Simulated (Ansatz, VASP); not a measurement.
# ZnAu: VASP beside Ansatz

The input INCAR:

```
SYSTEM = ZnAu
PREC     = Accurate       ! precision mode
ENCUT    = 520            ! plane-wave cutoff, eV
EDIFF    = 1E-6           ! SCF threshold, eV
ISMEAR   = 0              ! smearing method
SIGMA    = 0.15           ! smearing width, eV
LREAL    = .FALSE.        ! projectors in reciprocal space
LASPH    = .TRUE.         ! aspherical terms in the spheres
NELM     = 80             ! most SCF steps
ALGO     = Fast           ! electronic algorithm
ISIF     = 2              ! what is computed and relaxed
LWAVE    = .FALSE.        ! write WAVECAR
LCHARG   = .TRUE.         ! write CHGCAR
LELF     = .TRUE.         ! ELF
LVHAR    = .TRUE.       
NBANDS   = 18             ! bands
```

The input KPOINTS:

```
Automatic mesh
0
G
  16 16 16
  0 0 0
```

The input POSCAR:

```
ZnAu
1.0
    3.1470000000      0.0000000000      0.0000000000
    0.0000000000      3.1470000000      0.0000000000
    0.0000000000      0.0000000000      3.1470000000
Zn Au
1 1
Direct
    0.5000000000      0.5000000000      0.5000000000
    0.0000000000      0.0000000000      0.0000000000
```

Input for Ansatz:

```yaml
crystal:
  lattice:
    - [3.147, 0.0, 0.0]
    - [0.0, 3.147, 0.0]
    - [0.0, 0.0, 3.147]
  atoms:
    - { symbol: Zn, position: [0.5, 0.5, 0.5] }
    - { symbol: Au, position: [0.0, 0.0, 0.0] }
basis:
  ecutwfc: 420
kpoints:
  mp_grid: { grid: [16, 16, 16] }
hamiltonian:
  xc: lda
scf:
  occupations: { method: gaussian, width: 0.15 }
output:
  forces: true
  stress: true
  eigenvalues: true
```

Alike in both runs: task single point; functional LDA; k mesh 16 × 16 × 16; occupations gaussian, width 0.15 eV; no spin polarisation.

|  | VASP | Ansatz |
| --- | --- | --- |
| version | VASP 6.6.1 | Ansatz 0.2.0 |
| potentials or method | VASP PAW LDA potentials, release 64 (Zn, Au), cutoff 520 eV | scalar-relativistic, plane waves, PAW |
| valence electrons in the cell | 23 | 31 |

```csv
,VASP,Ansatz,Ansatz less VASP
gap on the k mesh at the Fermi level (eV),none,none,-
pressure (GPa),-6.2,-6.9,-0.68
```

LDA's correlation is that of Perdew and Zunger in VASP and of Perdew and Wang (1992) in Ansatz. A gap of «none» marks a metal or a gap that the smearing closes. VASP's potentials hold 23 valence electrons a cell and Ansatz's 31, so a difference there can come from the potentials and not from the codes.

Spin-orbit coupling is off throughout.
